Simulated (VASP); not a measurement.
# Yb2YC (P4/mmm) in VASP: single point with PBE

Aim: the single point of Yb2YC with PBE.

Everything below comes from runs of VASP 6.6.1. Logs are shortened: lines on timing, memory, paths and dates and some standing lists are left out, and cuts for length are marked.

### Step 1. The cell of the first run

It takes space group P4/mmm (No. 123, tetragonal). The conventional cell has a = 4.439 Å, b = 4.439 Å, c = 5.245 Å, α = 90.00°, β = 90.00°, γ = 90.00°. Yb (site symmetry 4/mmm) has 2 Y at 2.62 Å and 4 Yb at 3.14 Å within 3.5 Å. Within 3.5 Å of Yb (site symmetry 4/mmm) lie 2 C at 2.62 Å and 4 Yb at 3.14 Å. Y (site symmetry 4/mmm) has 2 Yb at 2.62 Å and 4 C at 3.14 Å within 3.5 Å. Within 3.5 Å of C (site symmetry 4/mmm) lie 2 Yb at 2.62 Å and 4 Y at 3.14 Å.

### Step 2. Single point, PBE

INCAR reads:

```
ALGO = Normal
EDIFF = 1E-7
ENCUT = 520
GGA = PE
ISIF = 2
ISMEAR = 0
LASPH = True
LCHARG = False
LREAL = False
LWAVE = False
NBANDS = 40
NELM = 100
PREC = Accurate
SIGMA = 0.1
```

KPOINTS reads:

```
k-points
0
Gamma
  4 4 4
```

POSCAR reads:

```
Yb2YC
1.0
    4.4388511900      0.0000000000      0.0000000000
    0.0000000000      4.4388511900      0.0000000000
    0.0000000000      0.0000000000      5.2451698800
Yb Y C
2 1 1
Direct
    0.0000000000      0.0000000000      0.0000000000
    0.5000000000      0.5000000000      0.0000000000
    0.0000000000      0.0000000000      0.5000000000
    0.5000000000      0.5000000000      0.5000000000
```

Potentials or basis: VASP PAW PBE potentials, release 64 (Yb, Y_sv, C).

Launch:

```bash
cat potpaw_PBE.64/Yb/POTCAR potpaw_PBE.64/Y_sv/POTCAR potpaw_PBE.64/C/POTCAR > POTCAR
mpirun -np 1 vasp_std > vasp.out
```

OUTCAR:

```text
EDIFF = 1E-7
   ENCUT = 520
   GGA = PE
   ISIF = 2
   ISMEAR = 0
   LASPH = True
   LREAL = False
   NELM = 100
   PREC = Accurate

 ion  position               nearest neighbor table
   1  0.000  0.000  0.000-   3 2.62   3 2.62   2 3.14   2 3.14   2 3.14   2 3.14
   2  0.500  0.500  0.000-   4 2.62   4 2.62   1 3.14   1 3.14   1 3.14   1 3.14
   3  0.000  0.000  0.500-   1 2.62   1 2.62   4 3.14   4 3.14   4 3.14   4 3.14
   4  0.500  0.500  0.500-   2 2.62   2 2.62   3 3.14   3 3.14   3 3.14   3 3.14

  LATTYP: Found a simple tetragonal cell.
 ALAT       =     4.4388511900
 C/A-ratio  =     1.1816503089

  Lattice vectors:

 A1 = (   4.4388511900,   0.0000000000,   0.0000000000)
 A2 = (   0.0000000000,   4.4388511900,   0.0000000000)
 A3 = (   0.0000000000,   0.0000000000,   5.2451698800)

Analysis of symmetry for initial positions (statically):
=====================================================================
 Subroutine PRICEL returns:
 Original cell was already a primitive cell.

 Routine SETGRP: Setting up the symmetry group for a
 simple tetragonal supercell.

 Subroutine GETGRP returns: Found 16 space group operations
 (whereof 16 operations were pure point group operations)
 out of a pool of 16 trial point group operations.

The static configuration has the point symmetry D_4h.

Analysis of symmetry for dynamics (positions and initial velocities):
=====================================================================
 Subroutine PRICEL returns:
 Original cell was already a primitive cell.

 Routine SETGRP: Setting up the symmetry group for a
 simple tetragonal supercell.

 Subroutine GETGRP returns: Found 16 space group operations
 (whereof 16 operations were pure point group operations)
 out of a pool of 16 trial point group operations.

The dynamic configuration has the point symmetry D_4h.

 Subroutine INISYM returns: Found 16 space group operations
 (whereof 16 operations are pure point group operations),
 and found     1 'primitive' translations

----------------------------------------------------------------------------------------

                                     Primitive cell

  volume of cell :     103.3477

[... 81 lines left out ...]
   LSORBIT =      F    spin-orbit coupling
   LASPH  =      T    aspherical Exc in radial PAW
   ENCUT  =  520.0 eV  38.22 Ry    6.18 a.u.   8.25  8.25  9.75*2*pi/ulx,y,z
   NELM   =    100;   NELMIN=  2; NELMDL= -5     # of ELM steps
   EDIFF  = 0.1E-06   stopping-criterion for ELM
   LREAL  =      F    real-space projection
   EDIFFG = 0.1E-05   stopping-criterion for IOM
   NSW    =      0    number of steps for IOM
   IBRION =     -1    ionic relax: 0-MD 1-quasi-New 2-CG
   NFREE  =      0    steps in history (QN), initial steepest desc. (CG)
   ISIF   =      2    stress and relaxation
   ISYM   =      2    0-nonsym 1-usesym 2-fastsym
   POTIM  = 0.5000    time-step for ionic-motion
   TEBEG  =    0.0;   TEEND  =   0.0 temperature during run
   PSTRESS=    0.0 pullay stress
   NELECT =      63.0000    total number of electrons
   NUPDOWN=      -1.0000    fix difference up-down
   EMIN   =  10.00;   EMAX   =-10.00  energy-range for DOS
   EFERMI =   0.00;   METHOD = LEGACY
   ISMEAR =     0;   SIGMA  =   0.10  broadening in eV -4-tet -1-fermi 0-gaus
   EFERMI_NEDOS =   21; number of points for ismear=-14 and -15
   IALGO  =     38    algorithm
   IMIX   =      4    mixing-type and parameters
     AMIX     =   0.40;   BMIX     =  1.00
     AMIX_MAG =   1.60;   BMIX_MAG =  1.00
  volume/ion in A,a.u.               =      25.84       174.36
  Fermi-wavevector in a.u.,A,eV,Ry     =   1.388102  2.623133 26.216082  1.926828
  Thomas-Fermi vector in A             =   2.512260
   LORBIT       =      0    0 simple, 1 ext, 2 COOP (PROOUT), +10 PAW based schemes
   GGA     = PE    functional components
   LHFCALC =     F    Hartree Fock is set to
   AEXX    =    0.0000 exact exchange contribution
   IVDW    =     0    specifies the selected vdW correction
   LEPSILON=     F    determine dielectric tensor
   LRPA    =     F    only Hartree local field effects (RPA)
 non-spin polarized calculation
 Gauss-broadening in eV      SIGMA  =   0.10
  energy-cutoff  :      520.00
  volume of cell :      103.35
 maximum number of plane-waves:      2823
 NGX is ok and might be reduce to    36
   NGX = 17   NGY = 17   NGZ = 19

 number of electron      62.9999983 magnetization

 Free energy of the ion-electron system (eV)
  ---------------------------------------------------
  ext. energy  EPLUGINS =         0.00000000
  ---------------------------------------------------
  free energy    TOTEN  =       -17.43497243 eV

  energy without entropy =      -17.40516122  energy(sigma->0) =      -17.42006682

 E-fermi :   1.8525     XC(G=0):  -9.9360

 val. band max:        1.8283752559   @ k =   0.5000   0.0000   0.2500
 cond. band min:       1.8773444669   @ k =   0.2500   0.0000   0.5000
 fundamental gap:      0.0489692110
 Fermi energy:         1.8524744334

 k-point     1 :       0.0000    0.0000    0.0000
  band No.  band energies     occupation
      1     -49.8281      2.00000
      2     -49.4788      2.00000
      3     -40.7518      2.00000
      4     -23.5312      2.00000
      5     -22.3506      2.00000
      6     -22.3506      2.00000
[... 763 lines left out ...]
     39       5.7544      0.00000
     40       5.9254      0.00000

------------------------ aborting loop because EDIFF is reached ----------------------------------------

  FORCE on cell =-STRESS in cart. coord.  units (eV):
  Direction    XX          YY          ZZ          XY          YZ          ZX
  --------------------------------------------------------------------------------------
  -------------------------------------------------------------------------------------
  Total       -5.8460512     -5.8460512      4.3420579      0.0000000      0.0000000      0.0000000
  in kB      -90.6301018    -90.6301018     67.3140100      0.0000000      0.0000000      0.0000000
  external PRESSURE =     -37.9820646 kB  Pullay stress =       0.0000000 kB

 VOLUME and BASIS-vectors are now :
 -----------------------------------------------------------------------------
  energy-cutoff  :      520.00
  volume of cell :      103.35
      direct lattice vectors                 reciprocal lattice vectors
     4.438851190  0.000000000  0.000000000     0.225283515  0.000000000  0.000000000
     0.000000000  4.438851190  0.000000000     0.000000000  0.225283515  0.000000000
     0.000000000  0.000000000  5.245169880     0.000000000  0.000000000  0.190651594

 POSITION                                       TOTAL-FORCE (eV/Angst)
 -----------------------------------------------------------------------------------
      0.00000      0.00000      0.00000         0.000000      0.000000      0.000000
      2.21943      2.21943      0.00000         0.000000      0.000000      0.000000
      0.00000      0.00000      2.62258         0.000000      0.000000      0.000000
      2.21943      2.21943      2.62258         0.000000      0.000000      0.000000
 -----------------------------------------------------------------------------------
    total drift:                                0.000000      0.000000     -0.000000

  FREE ENERGIE OF THE ION-ELECTRON SYSTEM (eV)
  ---------------------------------------------------
  free  energy   TOTEN  =       -17.4349724281 eV

  energy  without entropy=      -17.4051612199  energy(sigma->0) =      -17.42006682
```

OSZICAR:

```text
N       E                     dE             d eps       ncg     rms          rms(c)
DAV:   1     0.505055169926E+03    0.50506E+03   -0.22176E+04  2240   0.981E+03
[... 51 lines left out ...]
DAV:  53    -0.174349955578E+02    0.26680E-05   -0.29190E-06  2472   0.136E-01    0.263E-01
DAV:  54    -0.174349901442E+02    0.54136E-05   -0.37858E-06  2376   0.204E-01    0.219E-01
DAV:  55    -0.174349874761E+02    0.26680E-05   -0.17034E-06  2392   0.476E-02    0.209E-01
DAV:  56    -0.174349729423E+02    0.14534E-04   -0.18957E-05  2072   0.349E-01    0.495E-01
DAV:  57    -0.174349737494E+02   -0.80706E-06   -0.76343E-06  2680   0.254E-02    0.512E-01
DAV:  58    -0.174349724630E+02    0.12864E-05   -0.11261E-06  2272   0.147E-02    0.531E-01
DAV:  59    -0.174349724281E+02    0.34868E-07   -0.56231E-08  1128   0.114E-02
   1 F= -.17434972E+02 E0= -.17420067E+02  d E =-.298112E-01
```

stdout:

```text
POSCAR found type information on POSCAR YbY C
 POSCAR found :  3 types and       4 ions
 scaLAPACK will be used
 LDA part: xc-table for (Slater+PW92), standard interpolation
 POSCAR, INCAR and KPOINTS ok, starting setup
 FFT: planning ... GRIDC
 FFT: planning ... GRID_SOFT
 FFT: planning ... GRID
 WAVECAR not read
 entering main loop
```

Run time: 6.8 min. Hardware: 1 thread of AMD EPYC 7R13 (Zen 3), shared host; peak memory 0.24 GiB.

Results:

| Quantity | Value |
| --- | --- |
| Free energy | -17.4350 eV |
| Pressure | -3.8 GPa |

Levels at points of the mesh, in eV from the Fermi level:
```tsv
k point	band 30	band 31	band 32	band 33	band 34	band 35
(0.00, 0.00, 0.00)	-0.30	-0.06	-0.06	-0.04	0.40	0.40
(0.50, 0.00, 0.00)	-0.33	-0.20	-0.20	0.45	1.33	1.54
(0.50, 0.50, 0.00)	-0.32	-0.29	-0.29	0.34	0.48	0.68
(0.00, 0.00, 0.50)	-0.33	-0.30	-0.30	1.12	1.43	1.48
(0.50, 0.00, 0.50)	-0.35	-0.34	0.46	1.55	1.79	2.91
(0.50, 0.50, 0.50)	-0.29	0.09	0.51	0.51	0.95	2.63
```

Caveat: spin-orbit coupling is left out, which moves the levels of the heavy elements; without U or exact exchange the open f shell lies at the Fermi level, which spoils levels, moments and volumes. Spin polarisation is off, so any magnetic state and its effect on volume and gap are missing.
